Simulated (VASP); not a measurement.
# ZrIn (P4/mmm) in VASP: further runs

ZrIn is run at these levels: LDA; tasks: single point.

Everything below comes from runs of VASP 6.6.1. Logs are shortened: lines on timing, memory, paths and dates and some standing lists are left out, and cuts for length are marked.

## Step 1: The cell of the first run

The structure is tetragonal, space group P4/mmm (No. 123). The conventional cell has a = 3.055 Å, b = 3.055 Å, c = 4.332 Å, α = 90.00°, β = 90.00°, γ = 90.00°. Within 4.0 Å of Zr (site symmetry 4/mmm) lie 4 Zr at 3.05 Å and 8 In at 3.06 Å. In (site symmetry 4/mmm) has 4 In at 3.05 Å and 8 Zr at 3.06 Å within 4.0 Å.

## Step 2: Single point, LDA

File INCAR:

```
PREC = Accurate
ENCUT = 520
EDIFF = 1E-6
ISMEAR = 0
SIGMA = 0.01
LREAL = F
LASPH = T
NELM = 100
ALGO = Normal
ISIF = 2
LWAVE = F
LCHARG = T
LELF = T
LVHAR = T
NBANDS = 20
```

File KPOINTS:

```
regular mesh
0
Gamma
  7 7 5
```

File POSCAR:

```
ZrIn
1.0
    3.0545124676      0.0000000000      0.0000000000
    0.0000000000      3.0545124676      0.0000000000
    0.0000000000      0.0000000000      4.3320078909
Zr In
1 1
Direct
    0.0000000000      0.0000000000      0.0000000000
    0.5000000000      0.5000000000      0.5000000000
```

Potentials or basis: VASP PAW LDA potentials, release 64 (Zr_sv, In_d).

Launch:

```console
$ cat potpaw_LDA.64/Zr_sv/POTCAR potpaw_LDA.64/In_d/POTCAR > POTCAR
$ mpirun -np 1 vasp_std > vasp.out
```

OUTCAR:

```text
PREC = Accurate
   ENCUT = 520
   EDIFF = 1E-6
   ISMEAR = 0
   LREAL = F
   LASPH = T
   NELM = 100
   ISIF = 2

 ion  position               nearest neighbor table
   1  0.000  0.000  0.000-   2 3.06   2 3.06   2 3.06   2 3.06   2 3.06   2 3.06   2 3.06   2 3.06

   2  0.500  0.500  0.500-   1 3.06   1 3.06   1 3.06   1 3.06   1 3.06   1 3.06   1 3.06   1 3.06

  LATTYP: Found a simple tetragonal cell.
 ALAT       =     3.0545124676
 C/A-ratio  =     1.4182321850

  Lattice vectors:

 A1 = (   3.0545124676,   0.0000000000,   0.0000000000)
 A2 = (   0.0000000000,   3.0545124676,   0.0000000000)
 A3 = (   0.0000000000,   0.0000000000,   4.3320078909)

Analysis of symmetry for initial positions (statically):
=====================================================================
 Subroutine PRICEL returns:
 Original cell was already a primitive cell.

 Routine SETGRP: Setting up the symmetry group for a
 simple tetragonal supercell.

 Subroutine GETGRP returns: Found 16 space group operations
 (whereof 16 operations were pure point group operations)
 out of a pool of 16 trial point group operations.

The static configuration has the point symmetry D_4h.

Analysis of symmetry for dynamics (positions and initial velocities):
=====================================================================
 Subroutine PRICEL returns:
 Original cell was already a primitive cell.

 Routine SETGRP: Setting up the symmetry group for a
 simple tetragonal supercell.

 Subroutine GETGRP returns: Found 16 space group operations
 (whereof 16 operations were pure point group operations)
 out of a pool of 16 trial point group operations.

The dynamic configuration has the point symmetry D_4h.

 Subroutine INISYM returns: Found 16 space group operations
 (whereof 16 operations are pure point group operations),
 and found     1 'primitive' translations

----------------------------------------------------------------------------------------

                                     Primitive cell

  volume of cell :      40.4178

  direct lattice vectors                    reciprocal lattice vectors
     3.054512468  0.000000000  0.000000000     0.327384488  0.000000000  0.000000000
     0.000000000  3.054512468  0.000000000     0.000000000  0.327384488  0.000000000
     0.000000000  0.000000000  4.332007891     0.000000000  0.000000000  0.230839838

  length of vectors
     3.054512468  3.054512468  4.332007891     0.327384488  0.327384488  0.230839838

  position of ions in fractional coordinates (direct lattice)
     0.000000000  0.000000000  0.000000000
     0.500000000  0.500000000  0.500000000

  ion indices of the primitive-cell ions
   primitive index   ion index
                 1           1
                 2           2

----------------------------------------------------------------------------------------

 KPOINTS: regular mesh

Automatic generation of k-mesh.
 Grid dimensions read from file:
 generate k-points for:    7    7    5

 Generating k-lattice:

  Cartesian coordinates                     Fractional coordinates (reciprocal lattice)
     0.046769213  0.000000000  0.000000000     0.142857143  0.000000000  0.000000000
     0.000000000  0.046769213  0.000000000     0.000000000  0.142857143  0.000000000
     0.000000000  0.000000000  0.046167968     0.000000000  0.000000000  0.200000000

  Length of vectors
     0.046769213  0.046769213  0.046167968

  Shift w.r.t. Gamma in fractional coordinates (k-lattice)
     0.000000000  0.000000000  0.000000000

 Subroutine IBZKPT returns following result:
 ===========================================

 Found     30 irreducible k-points:

 Following reciprocal coordinates:
            Coordinates               Weight
  0.000000  0.000000  0.000000      1.000000
  0.142857  0.000000  0.000000      4.000000
  0.285714  0.000000  0.000000      4.000000
  0.428571  0.000000  0.000000      4.000000
  0.142857  0.142857  0.000000      4.000000
  0.285714  0.142857  0.000000      8.000000
[... 16 lines left out ...]
  0.285714  0.000000  0.400000      8.000000
  0.428571  0.000000  0.400000      8.000000
 [... further k-points ...]
   k-points           NKPTS =     30   k-points in BZ     NKDIM =     30   number of bands    NBANDS=     20
   number of dos      NEDOS =    301   number of ions     NIONS =      2
   total plane-waves  NPLWV =  18432
   dimension x,y,z NGX =    24 NGY =   24 NGZ =   32
   dimension x,y,z NGXF=    48 NGYF=   48 NGZF=   64
   ions per type =               1   1
   NGX,Y,Z   is equivalent  to a cutoff of  13.06, 13.06, 12.28 a.u.
   NGXF,Y,Z  is equivalent  to a cutoff of  26.12, 26.12, 24.56 a.u.
 SYSTEM =  unknown system
   PREC   = accura    normal or accurate (medium, high low for compatibility)
   ISTART =      0    job   : 0-new  1-cont  2-samecut
   ICHARG =      2    charge: 1-file 2-atom 10-const
   ISPIN  =      1    spin polarized calculation?
   LNONCOLLINEAR =      F non collinear calculations
   LSORBIT =      F    spin-orbit coupling
   LASPH  =      T    aspherical Exc in radial PAW
   ENCUT  =  520.0 eV  38.22 Ry    6.18 a.u.   5.68  5.68  8.05*2*pi/ulx,y,z
   NELM   =    100;   NELMIN=  2; NELMDL= -5     # of ELM steps
   EDIFF  = 0.1E-05   stopping-criterion for ELM
   LREAL  =      F    real-space projection
   EDIFFG = 0.1E-04   stopping-criterion for IOM
   NSW    =      0    number of steps for IOM
   IBRION =     -1    ionic relax: 0-MD 1-quasi-New 2-CG
   NFREE  =      0    steps in history (QN), initial steepest desc. (CG)
   ISIF   =      2    stress and relaxation
   ISYM   =      2    0-nonsym 1-usesym 2-fastsym
   POTIM  = 0.5000    time-step for ionic-motion
   TEBEG  =    0.0;   TEEND  =   0.0 temperature during run
   PSTRESS=    0.0 pullay stress
   NELECT =      25.0000    total number of electrons
   NUPDOWN=      -1.0000    fix difference up-down
   EMIN   =  10.00;   EMAX   =-10.00  energy-range for DOS
   EFERMI =   0.00;   METHOD = LEGACY
   ISMEAR =     0;   SIGMA  =   0.01  broadening in eV -4-tet -1-fermi 0-gaus
   EFERMI_NEDOS =   21; number of points for ismear=-14 and -15
   IALGO  =     38    algorithm
   IMIX   =      4    mixing-type and parameters
     AMIX     =   0.40;   BMIX     =  1.00
     AMIX_MAG =   1.60;   BMIX_MAG =  1.00
  volume/ion in A,a.u.               =      20.21       136.38
  Fermi-wavevector in a.u.,A,eV,Ry     =   1.394860  2.635902 26.471947  1.945633
  Thomas-Fermi vector in A             =   2.518368
   LORBIT       =      0    0 simple, 1 ext, 2 COOP (PROOUT), +10 PAW based schemes
   GGA     = CA    functional components
   LHFCALC =     F    Hartree Fock is set to
   AEXX    =    0.0000 exact exchange contribution
   IVDW    =     0    specifies the selected vdW correction
   LEPSILON=     F    determine dielectric tensor
   LRPA    =     F    only Hartree local field effects (RPA)
 non-spin polarized calculation
 Gauss-broadening in eV      SIGMA  =   0.01
  energy-cutoff  :      520.00
  volume of cell :       40.42
 maximum number of plane-waves:      1104
 NGX is ok and might be reduce to    24
   NGX = 11   NGY = 11   NGZ = 17

 number of electron      24.9999994 magnetization

 Free energy of the ion-electron system (eV)
  ---------------------------------------------------
  ext. energy  EPLUGINS =         0.00000000
  ---------------------------------------------------
  free energy    TOTEN  =       -13.32750605 eV

  energy without entropy =      -13.32675978  energy(sigma->0) =      -13.32713291

 E-fermi :  10.2581     XC(G=0): -11.9026

 val. band max:       10.2546496336   @ k =   0.4286   0.1429   0.4000
 cond. band min:      10.2588301304   @ k =   0.4286   0.2857   0.0000
 fundamental gap:      0.0041804968
 Fermi energy:        10.2581452163

 k-point     1 :       0.0000    0.0000    0.0000
  band No.  band energies     occupation
      1     -38.0873      2.00000
      2     -16.4507      2.00000
      3     -15.8403      2.00000
      4     -15.8403      2.00000
      5      -4.4695      2.00000
      6      -4.1691      2.00000
[... 12 lines left out ...]
     19      17.8407      0.00000
     20      21.8973      0.00000

 k-point     2 :       0.1429    0.0000    0.0000
  band No.  band energies     occupation
      1     -38.0713      2.00000
      2     -16.4331      2.00000
      3     -16.0047      2.00000
      4     -15.8264      2.00000
      5      -4.3994      2.00000
      6      -4.1109      2.00000
[... 12 lines left out ...]
     19      18.2903      0.00000
     20      22.6049      0.00000

 k-point     3 :       0.2857    0.0000    0.0000
  band No.  band energies     occupation
      1     -38.0350      2.00000
      2     -16.3930      2.00000
      3     -16.3592      2.00000
      4     -15.7951      2.00000
      5      -4.3002      2.00000
      6      -4.0070      2.00000
[... 12 lines left out ...]
     19      19.8480      0.00000
     20      21.2358      0.00000

 k-point     4 :       0.4286    0.0000    0.0000
  band No.  band energies     occupation
      1     -38.0056      2.00000
      2     -16.6303      2.00000
      3     -16.3605      2.00000
      4     -15.7698      2.00000
      5      -4.2537      2.00000
      6      -4.0811      2.00000
[... 12 lines left out ...]
     19      20.6164      0.00000
     20      20.9865      0.00000

 k-point     5 :       0.1429    0.1429    0.0000
  band No.  band energies     occupation
      1     -38.0553      2.00000
      2     -16.4150      2.00000
      3     -15.9984      2.00000
      4     -15.9789      2.00000
      5      -4.3083      2.00000
      6      -4.0760      2.00000
[... 12 lines left out ...]
     19      19.0719      0.00000
     20      23.2911      0.00000
[... 353 lines left out ...]
      6      -4.1233      2.00000
[... 12 lines left out ...]
     19      20.5633      0.00000
     20      20.5633      0.00000

 k-point    22 :       0.1429    0.0000    0.4000
  band No.  band energies     occupation
      1     -38.0701      2.00000
      2     -16.4733      2.00000
      3     -16.0033      2.00000
      4     -15.8271      2.00000
      5      -4.3944      2.00000
      6      -4.0700      2.00000
[... 12 lines left out ...]
     19      20.7901      0.00000
     20      20.8586      0.00000

 k-point    23 :       0.2857    0.0000    0.4000
  band No.  band energies     occupation
      1     -38.0341      2.00000
      2     -16.4222      2.00000
      3     -16.3520      2.00000
      4     -15.7941      2.00000
      5      -4.2941      2.00000
      6      -4.0542      2.00000
[... 12 lines left out ...]
     19      20.8502      0.00000
     20      20.9864      0.00000

 k-point    24 :       0.4286    0.0000    0.4000
  band No.  band energies     occupation
      1     -38.0049      2.00000
      2     -16.6194      2.00000
      3     -16.3805      2.00000
      4     -15.7673      2.00000
      5      -4.2474      2.00000
      6      -4.1612      2.00000
[... 12 lines left out ...]
     19      20.8802      0.00000
     20      21.2580      0.00000

 [... further k-points ...]

------------------------ aborting loop because EDIFF is reached ----------------------------------------

  FORCE on cell =-STRESS in cart. coord.  units (eV):
  Direction    XX          YY          ZZ          XY          YZ          ZX
  --------------------------------------------------------------------------------------
  -------------------------------------------------------------------------------------
  Total        0.6961121      0.6961121      0.6507007      0.0000000     -0.0000000     -0.0000000
  in kB       27.5941314     27.5941314     25.7940074      0.0000000     -0.0000000     -0.0000000
  external PRESSURE =      26.9940901 kB  Pullay stress =       0.0000000 kB

 VOLUME and BASIS-vectors are now :
 -----------------------------------------------------------------------------
  energy-cutoff  :      520.00
  volume of cell :       40.42
      direct lattice vectors                 reciprocal lattice vectors
     3.054512468  0.000000000  0.000000000     0.327384488  0.000000000  0.000000000
     0.000000000  3.054512468  0.000000000     0.000000000  0.327384488  0.000000000
     0.000000000  0.000000000  4.332007891     0.000000000  0.000000000  0.230839838

 POSITION                                       TOTAL-FORCE (eV/Angst)
 -----------------------------------------------------------------------------------
      0.00000      0.00000      0.00000         0.000000      0.000000      0.000000
      1.52726      1.52726      2.16600         0.000000      0.000000      0.000000
 -----------------------------------------------------------------------------------
    total drift:                                0.000000      0.000000     -0.000000

  FREE ENERGIE OF THE ION-ELECTRON SYSTEM (eV)
  ---------------------------------------------------
  free  energy   TOTEN  =       -13.3275060497 eV

  energy  without entropy=      -13.3267597794  energy(sigma->0) =      -13.32713291
```

Wall time 36 s (1 thread of Intel Xeon 8259CL, shared host); peak memory 0.15 GiB.

What came out:

```
Free energy : -13.3275 eV
Pressure    : 2.7 GPa
```

Stress tensor (GPa, compression positive):
```
2.76 0.00 0.00
0.00 2.76 0.00
0.00 0.00 2.58
```

Levels at points of the mesh, in eV from the Fermi level:
```
           k point  band 10  band 11  band 12  band 13  band 14  band 15  band 16  band 17
(0.00, 0.00, 0.00)    -9.28    -1.74    -1.15    -0.09     3.18     3.18     4.81     6.92
```

Caveat: spin-orbit coupling is left out, which moves the levels of the heavy elements.

## Step 3: Single point, LDA

This run uses another cell than the first one, of 20.79 Å³/atom, 1.029 times its volume.

File INCAR:

```
SYSTEM = ZrIn
PREC     = Accurate       ! precision mode
ENCUT    = 520            ! plane-wave cutoff, eV
EDIFF    = 1E-6           ! SCF threshold, eV
ISMEAR   = 0              ! smearing method
SIGMA    = 0.01           ! smearing width, eV
LREAL    = .False.        ! projectors in reciprocal space
LASPH    = .True.         ! aspherical terms in the spheres
NELM     = 60             ! most SCF steps
ALGO     = Normal         ! electronic algorithm
ISIF     = 2              ! what is computed and relaxed
LWAVE    = .False.        ! write WAVECAR
LCHARG   = .False.        ! write CHGCAR
NBANDS   = 20             ! bands
```

File KPOINTS:

```
Automatic mesh
0
Gamma
  7 7 5
  0 0 0
```

File POSCAR:

```
ZrIn
1.0
    3.0837440281      0.0000000000      0.0000000000
    0.0000000000      3.0837440281      0.0000000000
    0.0000000000      0.0000000000      4.3734650308
Zr In
1 1
Direct
    0.0000000000      0.0000000000      0.0000000000
    0.5000000000      0.5000000000      0.5000000000
```

Potentials or basis: VASP PAW LDA potentials, release 64 (Zr_sv, In_d).

Launch:

```console
$ cat potpaw_LDA.64/Zr_sv/POTCAR potpaw_LDA.64/In_d/POTCAR > POTCAR
$ mpirun -np 1 vasp_std > vasp.out
```

Run time: 35 s. Hardware: 1 thread of Intel Xeon 8259CL, shared host; peak memory 0.15 GiB.

It converged, with:

| Item | Value |
| --- | --- |
| Free energy | -13.3358 eV |
| Pressure | -0.5 GPa |

Stress tensor (GPa, compression positive):
```
-0.51  0.00  0.00
 0.00 -0.51  0.00
 0.00  0.00 -0.60
```

Levels at points of the mesh, in eV from the Fermi level:
```csv
k point,band 10,band 11,band 12,band 13,band 14,band 15,band 16,band 17
"(0.00, 0.00, 0.00)",-9.13,-1.70,-1.09,-0.13,3.09,3.09,4.65,6.77
```

Caveat: spin-orbit coupling is left out, which moves the levels of the heavy elements.

## Step 4: Single point, LDA

This run uses another cell than the first one, of 21.38 Å³/atom, 1.058 times its volume.

File INCAR:

```
PREC = Accurate ; ENCUT = 520
EDIFF = 1E-7 ; ISMEAR = 0
SIGMA = 0.01 ; LREAL = False
LASPH = True ; NELM = 80
ALGO = Normal ; ISIF = 2
LWAVE = False ; LCHARG = False
GGA = CA ; NBANDS = 20
```

File KPOINTS:

```
Automatic mesh
0
Gamma
  7 7 5
```

File POSCAR:

```
ZrIn
1.0
    3.1124316665      0.0000000000      0.0000000000
    0.0000000000      3.1124316665      0.0000000000
    0.0000000000      0.0000000000      4.4141507628
Zr In
1 1
Direct
    0.0000000000      0.0000000000      0.0000000000
    0.5000000000      0.5000000000      0.5000000000
```

Launch:

```console
$ cat potpaw_LDA.64/Zr_sv/POTCAR potpaw_LDA.64/In_d/POTCAR > POTCAR
$ mpirun -np 1 vasp_std > vasp.out
```

It took 35 s on 1 thread of Intel Xeon 8259CL, shared host; peak memory 0.15 GiB.

Results (log left out):

```
Free energy : -13.3216 eV
Pressure    : -3.4 GPa
```

Levels at points of the mesh, in eV from the Fermi level:
| k point | band 9 | band 10 | band 11 | band 12 | band 13 | band 14 | band 15 | band 16 | band 17 | band 18 |
| --- | --- | --- | --- | --- | --- | --- | --- | --- | --- | --- |
| (0.00, 0.00, 0.00) | -14.00 | -8.98 | -1.67 | -1.05 | -0.16 | 2.99 | 2.99 | 4.50 | 6.62 | 6.62 |

Caveat: spin-orbit coupling is left out, which moves the levels of the heavy elements.

## Step 5: Single point, LDA

This run uses another cell than the first one, of 21.97 Å³/atom, 1.087 times its volume.

File INCAR:

```
SYSTEM = ZrIn
PREC = Accurate ; ENCUT = 520
EDIFF = 1E-6 ; ISMEAR = 0
SIGMA = 0.01 ; LREAL = .False.
LASPH = .True. ; NELM = 100
ALGO = Normal ; ISIF = 2
LWAVE = .False. ; LCHARG = .True.
LELF = .True. ; LVHAR = .True.
NBANDS = 20
```

File KPOINTS:

```
Automatic mesh
0
Gamma
  7 7 5
  0 0 0
```

File POSCAR:

```
ZrIn
1.0
    3.1406000000      0.0000000000      0.0000000000
    0.0000000000      3.1406000000      0.0000000000
    0.0000000000      0.0000000000      4.4541000000
Zr In
1 1
Direct
    0.0000000000      0.0000000000      0.0000000000
    0.5000000000      0.5000000000      0.5000000000
```

Launch:

```console
$ cat potpaw_LDA.64/Zr_sv/POTCAR potpaw_LDA.64/In_d/POTCAR > POTCAR
$ mpirun -np 1 vasp_std > vasp.out
```

Run time: 34 s. Hardware: 1 thread of Intel Xeon 8259CL, shared host; peak memory 0.15 GiB.

Results (log left out):

```
Free energy : -13.2877 eV
Pressure    : -5.9 GPa
```

Levels at points of the mesh, in eV from the Fermi level:
```tsv
k point	band 11	band 12	band 13	band 14	band 15	band 16
(0.00, 0.00, 0.00)	-1.64	-1.01	-0.19	2.89	2.89	4.35
```

Caveat: spin-orbit coupling is left out, which moves the levels of the heavy elements.

## Step 6: The runs side by side

| cell | gap on the mesh (eV) | pressure (GPa) |
| --- | --- | --- |
| a = 3.055, b = 3.055, c = 4.332 Å, 2 atoms | none | 2.7 |
| a = 3.084, b = 3.084, c = 4.373 Å, 2 atoms | none | -0.5 |
| a = 3.112, b = 3.112, c = 4.414 Å, 2 atoms | none | -3.4 |
| a = 3.141, b = 3.141, c = 4.454 Å, 2 atoms | none | -5.9 |

Alike in all rows: task single point; level LDA; potentials or basis VASP PAW LDA potentials, release 64 (Zr_sv, In_d); no spin polarisation; k mesh 7 × 7 × 5; cutoff (eV) 520; smearing gaussian 0.01 eV.

Caveats: spin-orbit coupling is left out, which moves the levels of the heavy elements.

Total energies depend on the potentials used, so only differences within one code and one set of settings carry meaning.
